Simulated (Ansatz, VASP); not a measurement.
# SrO: VASP beside Ansatz

```
Sr O
1.0
     3.48752    0.00000    0.00000
    -1.74376    3.02028    0.00000
     0.00000    0.00000    6.08656
Sr O
2 2
Direct
  0.33333 0.66667 0.25087
  0.66667 0.33333 0.75087
  0.00000 0.00000 0.99526
  0.00000 0.00000 0.49526
```

Change from the starting cell: mode 8 frozen in at -0.030 Å, equal normal strain along x, y and z -0.0250.

Alike in both runs: task single point; functional PBE; k mesh 9 × 9 × 4; occupations gaussian, width 0.05 eV; no spin polarisation.

|  | VASP | Ansatz |
| --- | --- | --- |
| version | VASP 6.6.1 | Ansatz 0.2.0 |
| potentials or method | VASP PAW PBE potentials, release 64 (Sr_sv, O), cutoff 520 eV | scalar-relativistic, plane waves, PAW |
| valence electrons in the cell | 32 | 32 |

```tsv
	VASP	Ansatz	Ansatz less VASP
gap on the k mesh at the Fermi level (eV)	3.10	3.14	+0.040
least direct gap on the mesh (eV)	3.36	3.39	+0.035
pressure (GPa)	8.1	7.4	-0.75
traceless stress, the component that is largest in VASP (GPa)	0.78	0.78	+0.005
rms of the force components (eV/Å)	0.065	0.062	-0.0039
```

Atom by atom the forces differ by 0.004 eV/Å (rms over components).
